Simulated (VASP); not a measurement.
# Y3N2 (P6/mmm) in VASP: a series of runs

The runs below take Y3N2 through single point, relaxation of cell and atoms, with PBE.

All numbers are computed with VASP 6.6.1; they aren't measurements. Logs are shortened: lines on timing, memory, paths and dates and some standing lists are left out, and cuts for length are marked.

### Step 1. The cell of the first run

Symmetry: P6/mmm, No. 191, hexagonal system. Conventional cell: a = 3.465 Å, b = 3.465 Å, c = 8.605 Å, α = 90.00°, β = 90.00°, γ = 120.00°. Y (site symmetry 6mm) has 1 N at 1.61 Å and 1 Y at 2.16 Å within 2.2 Å. Y (site symmetry 6/mmm) has 2 Y at 2.16 Å within 2.9 Å. Within 1.4 Å of N (site symmetry 6mm) lie 1 N at 1.07 Å.

The cell was built from a structure type or drawn by symmetry, and may not be a known phase.

### Step 2. Single point, PBE

File INCAR:

```
PREC     = Accurate       # precision mode
ENCUT    = 910            # plane-wave cutoff, eV
EDIFF    = 1E-6           # SCF threshold, eV
ISMEAR   = 0              # smearing method
SIGMA    = 0.1            # smearing width, eV
LREAL    = False          # projectors in reciprocal space
LASPH    = True           # aspherical terms in the spheres
NELM     = 120            # most SCF steps
ALGO     = Normal         # electronic algorithm
ISIF     = 2              # what is computed and relaxed
LWAVE    = False          # write WAVECAR
LCHARG   = False          # write CHGCAR
GGA      = PE             # functional
NBANDS   = 30             # bands
GGA_COMPAT= False
```

File KPOINTS:

```
regular mesh
0
Gamma
  6 6 2
```

File POSCAR:

```
Y3N2
1.0
    3.4654910000      0.0000000000      0.0000000000
   -1.7327455000      3.0012032400      0.0000000000
    0.0000000000      0.0000000000      8.6045705900
Y N
3 2
Direct
    0.0000000000      0.0000000000      0.2494473200
    0.0000000000      0.0000000000      0.7505526800
    0.0000000000      0.0000000000      0.5000000000
    0.0000000000      0.0000000000      0.0620876700
    0.0000000000      0.0000000000      0.9379123300
```

Potentials or basis: VASP PAW PBE potentials, release 64 (Y_sv, N_h).

On the command line:

```
$ cat potpaw_PBE.64/Y_sv/POTCAR potpaw_PBE.64/N_h/POTCAR > POTCAR
$ mpirun -np 1 vasp_std > vasp.out
```

OUTCAR:

```text
PREC = Accurate
   ENCUT = 910
   EDIFF = 1E-6
   ISMEAR = 0
   LREAL = False
   LASPH = True
   NELM = 120
   ISIF = 2
   GGA = PE

 ion  position               nearest neighbor table
   1  0.000  0.000  0.249-   4 1.61   3 2.16   5 2.68   3 4.08   3 4.08   3 4.08   3 4.08   3 4.08
                             3 4.08   2 4.29   2 4.31
   2  0.000  0.000  0.751-   5 1.61   3 2.16   4 2.68   3 4.08   3 4.08   3 4.08   3 4.08   3 4.08
                             3 4.08   1 4.29   1 4.31
   3  0.000  0.000  0.500-   1 2.16   2 2.16   1 4.08   2 4.08   1 4.08   2 4.08   1 4.08   2 4.08
                             1 4.08   2 4.08   1 4.08   2 4.08   1 4.08   2 4.08
   4  0.000  0.000  0.062-   5 1.07   1 1.61   2 2.68
   5  0.000  0.000  0.938-   4 1.07   2 1.61   1 2.68

 -----------------------------------------------------------------------------
|                                                                             |
|           W    W    AA    RRRRR   N    N  II  N    N   GGGG   !!!           |
|           W    W   A  A   R    R  NN   N  II  NN   N  G    G  !!!           |
|           W    W  A    A  R    R  N N  N  II  N N  N  G       !!!           |
|           W WW W  AAAAAA  RRRRR   N  N N  II  N  N N  G  GGG   !            |
|           WW  WW  A    A  R   R   N   NN  II  N   NN  G    G                |
|           W    W  A    A  R    R  N    N  II  N    N   GGGG   !!!           |
|                                                                             |
|     The distance between some ions is very small. Please check the          |
|     nearest-neighbor list in the OUTCAR file.                               |
|     I HOPE YOU KNOW WHAT YOU ARE DOING!                                     |
|                                                                             |
 -----------------------------------------------------------------------------

  LATTYP: Found a hexagonal cell.
 ALAT       =     3.4654910000
 C/A-ratio  =     2.4829297176

  Lattice vectors:

 A1 = (   3.4654910000,   0.0000000000,   0.0000000000)
 A2 = (  -1.7327455000,   3.0012032400,   0.0000000000)
 A3 = (   0.0000000000,   0.0000000000,   8.6045705900)

Analysis of symmetry for initial positions (statically):
=====================================================================
 Subroutine PRICEL returns:
 Original cell was already a primitive cell.

 Routine SETGRP: Setting up the symmetry group for a
 hexagonal supercell.

 Subroutine GETGRP returns: Found 24 space group operations
 (whereof 24 operations were pure point group operations)
 out of a pool of 24 trial point group operations.

The static configuration has the point symmetry D_6h.
[... 114 lines left out ...]
   ISIF   =      2    stress and relaxation
   ISYM   =      2    0-nonsym 1-usesym 2-fastsym
   POTIM  = 0.5000    time-step for ionic-motion
   TEBEG  =    0.0;   TEEND  =   0.0 temperature during run
   PSTRESS=    0.0 pullay stress
   NELECT =      43.0000    total number of electrons
   NUPDOWN=      -1.0000    fix difference up-down
   EMIN   =  10.00;   EMAX   =-10.00  energy-range for DOS
   EFERMI =   0.00;   METHOD = LEGACY
   ISMEAR =     0;   SIGMA  =   0.10  broadening in eV -4-tet -1-fermi 0-gaus
   EFERMI_NEDOS =   21; number of points for ismear=-14 and -15
   IALGO  =     38    algorithm
   IMIX   =      4    mixing-type and parameters
     AMIX     =   0.40;   BMIX     =  1.00
     AMIX_MAG =   1.60;   BMIX_MAG =  1.00
  volume/ion in A,a.u.               =      17.90       120.79
  Fermi-wavevector in a.u.,A,eV,Ry     =   1.282236  2.423074 22.369724  1.644128
  Thomas-Fermi vector in A             =   2.414559
   LORBIT       =      0    0 simple, 1 ext, 2 COOP (PROOUT), +10 PAW based schemes
   GGA     = PE    functional components
   LHFCALC =     F    Hartree Fock is set to
   AEXX    =    0.0000 exact exchange contribution
   IVDW    =     0    specifies the selected vdW correction
   LEPSILON=     F    determine dielectric tensor
   LRPA    =     F    only Hartree local field effects (RPA)
 non-spin polarized calculation
 Gauss-broadening in eV      SIGMA  =   0.10
  energy-cutoff  :      910.00
  volume of cell :       89.49
 maximum number of plane-waves:      5646
 NGX is ok and might be reduce to    36
   NGX = 17   NGY = 17   NGZ = 43

 number of electron      42.9999999 magnetization

 Free energy of the ion-electron system (eV)
  ---------------------------------------------------
  ext. energy  EPLUGINS =         0.00000000
  ---------------------------------------------------
  free energy    TOTEN  =       -20.04593741 eV

  energy without entropy =      -20.01553429  energy(sigma->0) =      -20.03073585

 E-fermi :   4.2472     XC(G=0): -10.2407

 val. band max:        4.2348889641   @ k =   0.3333   0.1667   0.0000
 cond. band min:       4.2504897078   @ k =   0.3333   0.0000   0.0000
 fundamental gap:      0.0156007437
 Fermi energy:         4.2471667359

 k-point     1 :       0.0000    0.0000    0.0000
  band No.  band energies     occupation
      1     -38.7226      2.00000
      2     -37.2837      2.00000
      3     -36.5303      2.00000
      4     -22.3675      2.00000
      5     -21.1111      2.00000
      6     -17.9378      2.00000
[... 451 lines left out ...]
     29      10.6877      0.00000
     30      11.2304      0.00000

------------------------ aborting loop because EDIFF is reached ----------------------------------------

  FORCE on cell =-STRESS in cart. coord.  units (eV):
  Direction    XX          YY          ZZ          XY          YZ          ZX
  --------------------------------------------------------------------------------------
  -------------------------------------------------------------------------------------
  Total        2.0512506      2.0512506    142.5618076      0.0000000      0.0000000      0.0000000
  in kB       36.7231492     36.7231491   2552.2569321      0.0000000      0.0000000      0.0000000
  external PRESSURE =     875.2344101 kB  Pullay stress =       0.0000000 kB

 VOLUME and BASIS-vectors are now :
 -----------------------------------------------------------------------------
  energy-cutoff  :      910.00
  volume of cell :       89.49
      direct lattice vectors                 reciprocal lattice vectors
     3.465491000  0.000000000  0.000000000     0.288559399  0.166599847  0.000000000
    -1.732745500  3.001203240  0.000000000     0.000000000  0.333199694  0.000000000
     0.000000000  0.000000000  8.604570590     0.000000000  0.000000000  0.116217304

 POSITION                                       TOTAL-FORCE (eV/Angst)
 -----------------------------------------------------------------------------------
      0.00000      0.00000      2.14639        -0.000000     -0.000000     10.104156
      0.00000      0.00000      6.45818        -0.000000     -0.000000    -10.104156
      0.00000      0.00000      4.30229        -0.000000     -0.000000     -0.000000
      0.00000      0.00000      0.53424        -0.000000     -0.000000      3.353263
      0.00000      0.00000      8.07033         0.000000      0.000000     -3.353263
 -----------------------------------------------------------------------------------
    total drift:                                0.000000      0.000000      0.000000

  FREE ENERGIE OF THE ION-ELECTRON SYSTEM (eV)
  ---------------------------------------------------
  free  energy   TOTEN  =       -20.0459374107 eV

  energy  without entropy=      -20.0155342850  energy(sigma->0) =      -20.03073585
```

stdout:

```text
POSCAR found type information on POSCAR Y N
 POSCAR found :  2 types and       5 ions
 scaLAPACK will be used
 LDA part: xc-table for (Slater+PW92), standard interpolation
 -----------------------------------------------------------------------------
|                                                                             |
|           W    W    AA    RRRRR   N    N  II  N    N   GGGG   !!!           |
|           W    W   A  A   R    R  NN   N  II  NN   N  G    G  !!!           |
|           W    W  A    A  R    R  N N  N  II  N N  N  G       !!!           |
|           W WW W  AAAAAA  RRRRR   N  N N  II  N  N N  G  GGG   !            |
|           WW  WW  A    A  R   R   N   NN  II  N   NN  G    G                |
|           W    W  A    A  R    R  N    N  II  N    N   GGGG   !!!           |
|                                                                             |
|     The distance between some ions is very small. Please check the          |
|     nearest-neighbor list in the OUTCAR file.                               |
|     I HOPE YOU KNOW WHAT YOU ARE DOING!                                     |
|                                                                             |
 -----------------------------------------------------------------------------

 POSCAR, INCAR and KPOINTS ok, starting setup
 FFT: planning ... GRIDC
 FFT: planning ... GRID_SOFT
 FFT: planning ... GRID
 WAVECAR not read
 entering main loop
```

Wall time 3 min (1 thread of Intel Xeon 6975P-C (Granite Rapids), shared host); peak memory 0.38 GiB.

What came out:

```
Free energy            : -20.0459 eV
Pressure               : 87.5 GPa
Largest force          : 10.104 eV/Å
Band gap on the k mesh : zero (an odd number of electrons rules out a gap without spin polarisation)
```

Forces in eV/Å, atoms in the order of the input:
```
Y     0.000   0.000  10.104
Y     0.000   0.000 -10.104
Y     0.000   0.000   0.000
N     0.000   0.000   3.353
N     0.000   0.000  -3.353
```

Levels at points of the mesh, in eV from the Fermi level:
| k point | band 20 | band 21 | band 22 | band 23 | band 24 | band 25 |
| --- | --- | --- | --- | --- | --- | --- |
| (0.00, 0.00, 0.00) | -0.71 | -0.71 | -0.57 | 1.25 | 1.25 | 2.87 |
| (0.50, 0.00, 0.00) | -1.17 | -0.45 | 0.56 | 0.73 | 1.39 | 2.94 |
| (0.00, 0.00, 0.50) | -0.06 | 0.16 | 0.16 | 1.27 | 1.27 | 1.43 |
| (0.50, 0.00, 0.50) | -1.64 | -0.59 | -0.21 | 0.80 | 1.30 | 1.65 |

Caveat: the k points lie up to 0.37 Å⁻¹ apart, too coarse for converged energies and pressures of a metal; the cutoff is under 1.25 times the usual one of these potentials, so pressure, stress and relaxed cells hold a basis-set (Pulay) error; forces of over 1 eV/Å act on the atoms, so gaps and moduli don't describe the material at rest.

### Step 3. Relaxation of cell and atoms, PBE

File INCAR:

```
PREC     = Accurate       # precision mode
ENCUT    = 910            # plane-wave cutoff, eV
EDIFF    = 1E-7           # SCF threshold, eV
ISMEAR   = 0              # smearing method
SIGMA    = 0.1            # smearing width, eV
LREAL    = F              # projectors in reciprocal space
LASPH    = T              # aspherical terms in the spheres
NELM     = 120            # most SCF steps
ALGO     = Normal         # electronic algorithm
ISIF     = 3              # what is computed and relaxed
LWAVE    = F              # write WAVECAR
LCHARG   = F              # write CHGCAR
GGA      = PE             # functional
IBRION   = 2              # ionic algorithm
NSW      = 90             # ionic steps
EDIFFG   = -0.04          # ionic threshold
GGA_COMPAT= F            
NELMIN   = 4
```

KPOINTS is that of step 2.

POSCAR is that of step 2.

Potentials or basis: VASP PAW PBE potentials, release 64 (Y_sv, N_h).

On the command line:

```
$ cat potpaw_PBE.64/Y_sv/POTCAR potpaw_PBE.64/N_h/POTCAR > POTCAR
$ mpirun -np 1 vasp_std > vasp.out
```

OUTCAR:

```text
PREC = Accurate
   ENCUT = 910
   EDIFF = 1E-7
   ISMEAR = 0
   LREAL = F
   LASPH = T
   NELM = 120
   ISIF = 3
   GGA = PE
   IBRION = 2
   NSW = 90
   EDIFFG = -0.04
   NELMIN = 4

 ion  position               nearest neighbor table
   1  0.000  0.000  0.249-   4 1.61   3 2.16   5 2.68   3 4.08   3 4.08   3 4.08   3 4.08   3 4.08
                             3 4.08   2 4.29   2 4.31
   2  0.000  0.000  0.751-   5 1.61   3 2.16   4 2.68   3 4.08   3 4.08   3 4.08   3 4.08   3 4.08
                             3 4.08   1 4.29   1 4.31
   3  0.000  0.000  0.500-   1 2.16   2 2.16   1 4.08   2 4.08   1 4.08   2 4.08   1 4.08   2 4.08
                             1 4.08   2 4.08   1 4.08   2 4.08   1 4.08   2 4.08
   4  0.000  0.000  0.062-   5 1.07   1 1.61   2 2.68
   5  0.000  0.000  0.938-   4 1.07   2 1.61   1 2.68

 -----------------------------------------------------------------------------
|                                                                             |
|           W    W    AA    RRRRR   N    N  II  N    N   GGGG   !!!           |
[... 1502 lines left out ...]
     24       4.2182      0.00000
     25       4.2932      0.00000

[... ionic steps 4 to 39 ...]

--------------------------------------- Ionic step       40  -------------------------------------------

 number of electron      43.0000001 magnetization

------------------------ aborting loop because EDIFF is reached ----------------------------------------
[... 73 lines left out ...]
--------------------------------------- Ionic step       42  -------------------------------------------

 number of electron      43.0000001 magnetization

 Free energy of the ion-electron system (eV)
  ---------------------------------------------------
  ext. energy  EPLUGINS =         0.00000000
  ---------------------------------------------------
  free energy    TOTEN  =       -35.00297706 eV

  energy without entropy =      -34.96375208  energy(sigma->0) =      -34.98336457

 E-fermi :   2.9512     XC(G=0):  -9.3455

 val. band max:        2.9459782350   @ k =   0.3333   0.3333   0.5000
 cond. band min:       2.9684715754   @ k =   0.1667  -0.0000   0.5000
 fundamental gap:      0.0224933404
 Fermi energy:         2.9512369359
[... 422 lines left out ...]
  FREE ENERGIE OF THE ION-ELECTRON SYSTEM (eV)
  ---------------------------------------------------
  free  energy   TOTEN  =       -35.0029770627 eV

  energy  without entropy=      -34.9637520831  energy(sigma->0) =      -34.98336457

 reached required accuracy - stopping structural energy minimisation
```

It took 43 min on 1 thread of Intel Xeon 6975P-C (Granite Rapids), shared host; peak memory 0.44 GiB.

What came out:

| Item | Value |
| --- | --- |
| Free energy | -35.0030 eV |
| Relaxed volume | 24.14 Å³/atom |
| Relaxed cell | a = 3.394 Å, b = 3.394 Å, c = 12.103 Å, α = 90.00°, β = 90.00°, γ = 120.00° |
| Space group after relaxing (to 0.1 Å) | P6/mmm (No. 191) |
| Pressure after relaxing | 0.1 GPa |
| Largest force after relaxing | 0.033 eV/Å |
| Band gap on the k mesh | zero (an odd number of electrons rules out a gap without spin polarisation) |

Forces on the atoms (eV/Å):
```
Y    0.000  0.000  0.022
Y    0.000  0.000 -0.022
Y    0.000  0.000  0.000
N    0.000  0.000 -0.033
N    0.000  0.000  0.033
```

Final structure:
```xyz
5
Lattice="3.3937 0.0000 0.0000 -1.6968 2.9390 0.0000 0.0000 0.0000 12.1032" Properties=species:S:1:pos:R:3 pbc="T T T"
Y     0.0000    0.0000    2.8204
Y     3.3937    0.0000    9.2827
Y     3.3937    0.0000    6.0516
N     0.0000    0.0000    0.5766
N     3.3937    0.0000   11.5265
```

Levels at points of the mesh, in eV from the Fermi level:
| k point | band 17 | band 18 | band 19 | band 20 | band 21 | band 22 | band 23 | band 24 | band 25 |
| --- | --- | --- | --- | --- | --- | --- | --- | --- | --- |
| (0.00, 0.00, 0.00) | -6.28 | -4.01 | -2.98 | -2.15 | -0.18 | 0.20 | 1.58 | 1.58 | 1.97 |
| (0.50, 0.00, 0.00) | -6.55 | -1.65 | -1.55 | -0.95 | -0.57 | -0.52 | -0.18 | 0.92 | 1.07 |
| (0.00, 0.00, 0.50) | -6.28 | -4.08 | -2.93 | -2.14 | -0.19 | 0.16 | 1.59 | 1.59 | 1.97 |
| (0.50, 0.00, 0.50) | -6.56 | -1.56 | -1.30 | -1.28 | -0.96 | -0.56 | 0.44 | 0.82 | 1.10 |

Caveat: the k points lie up to 0.36 Å⁻¹ apart in the final cell, too coarse for converged energies and pressures of a metal; the cutoff is under 1.25 times the usual one of these potentials, so pressure, stress and relaxed cells hold a basis-set (Pulay) error; the volume moved by over 15 % at a fixed basis, so the end points are rough.
